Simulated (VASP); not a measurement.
Write the native input for VASP 6.6.1 that does the following.

```yaml
Task: single point
Functional: PBE
Potentials_or_basis: VASP PAW PBE potentials, release 64 (Si, O)
Cutoff: 520 eV
k_mesh: 6 × 6 × 10
Occupations: fermi-dirac, width 0.02 eV
Spin: no spin polarisation
Dipole_correction: no
Further_INCAR_settings: ALGO = Normal; EDIFF = 1e-06; NBANDS = 25
```

The structure of SiO2 (Stishovite) lies in POSCAR:

```
SiO2
1.0
    4.3718489319      0.0000000000      0.0000000000
    0.0000000000      4.3718489319      0.0000000000
    0.0000000000      0.0000000000      2.7878698140
Si O
2 4
Direct
    0.0000000000      0.0000000000      0.0000000000
    0.5000000000      0.5000000000      0.5000000000
    0.3114926534      0.3114926534      0.0000000000
    0.1885073466      0.8114926534      0.5000000000
    0.6885073466      0.6885073466      0.0000000000
    0.8114926534      0.1885073466      0.5000000000
```

This cell differs from its parent crystal: strain +4.5%.

These files were run (other wordings do the same):

INCAR

```
PREC     = Accurate       # precision mode
ENCUT    = 520            # plane-wave cutoff, eV
EDIFF    = 1E-6           # SCF threshold, eV
ISMEAR   = -1             # smearing method
SIGMA    = 0.02           # smearing width, eV
LREAL    = F              # projectors in reciprocal space
LASPH    = T              # aspherical terms in the spheres
NELM     = 60             # most SCF steps
ALGO     = Normal         # electronic algorithm
ISIF     = 2              # what is computed and relaxed
LWAVE    = F              # write WAVECAR
LCHARG   = T              # write CHGCAR
GGA      = PE             # functional
LELF     = T              # ELF
LVHAR    = T            
NBANDS   = 25             # bands
```

KPOINTS

```
regular mesh
0
Gamma
  6 6 10
```

Potentials or basis: VASP PAW PBE potentials, release 64 (Si, O).

Run with:

```sh
$ cat potpaw_PBE.64/Si/POTCAR potpaw_PBE.64/O/POTCAR > POTCAR
$ mpirun -np 1 vasp_std > vasp.out
```

Results of the run:

```yaml
Pressure: -21.8 GPa
Largest_force: 0.106 eV/Å
Band_gap_on_the_k_mesh: 3.56 eV, direct
```

Caveat: the cell differs from its parent crystal (strain +4.5%).

Run time: 2.3 min on 1 thread of AMD EPYC 7R43 64-Core Processor (Zen 3), on a shared host, peak memory 0.17 GiB.
